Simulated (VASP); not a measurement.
A run of VASP 6.6.1 is set up as follows.

File INCAR:

```
SYSTEM = Ca
ALGO     = Normal         ! electronic algorithm
EDIFF    = 1E-6           ! SCF threshold, eV
ENCUT    = 520            ! plane-wave cutoff, eV
ISIF     = 2              ! what is computed and relaxed
ISMEAR   = -1             ! smearing method
LASPH    = .TRUE.         ! aspherical terms in the spheres
LCHARG   = .FALSE.        ! write CHGCAR
LREAL    = .FALSE.        ! projectors in reciprocal space
LWAVE    = .FALSE.        ! write WAVECAR
NBANDS   = 17             ! bands
NELM     = 80             ! most SCF steps
PREC     = Accurate       ! precision mode
SIGMA    = 0.08           ! smearing width, eV
```

Contents of KPOINTS:

```
k-points
0
G
  12 12 7
  0 0 0
```

The input POSCAR:

```
Ca
1.0
    3.6764498933      0.0000000000      0.0000000000
   -1.8382249466      3.1838990033      0.0000000000
    0.0000000000      0.0000000000      6.0733416614
Ca
2
Direct
    0.3333333333      0.6666666667      0.2500000000
    0.6666666667      0.3333333333      0.7500000000
```

Potentials or basis: VASP PAW LDA potentials, release 64 (Ca_sv).

Command:

```console
$ cat potpaw_LDA.64/Ca_sv/POTCAR > POTCAR
$ mpirun -np 1 vasp_std > vasp.out
```

(1) Estimate the pressure.

(2) Estimate the band gap on the k mesh.

## Answers

(1) 1.6 GPa.

(2) zero (bands 10 and 11 overlap by 0.35 eV).
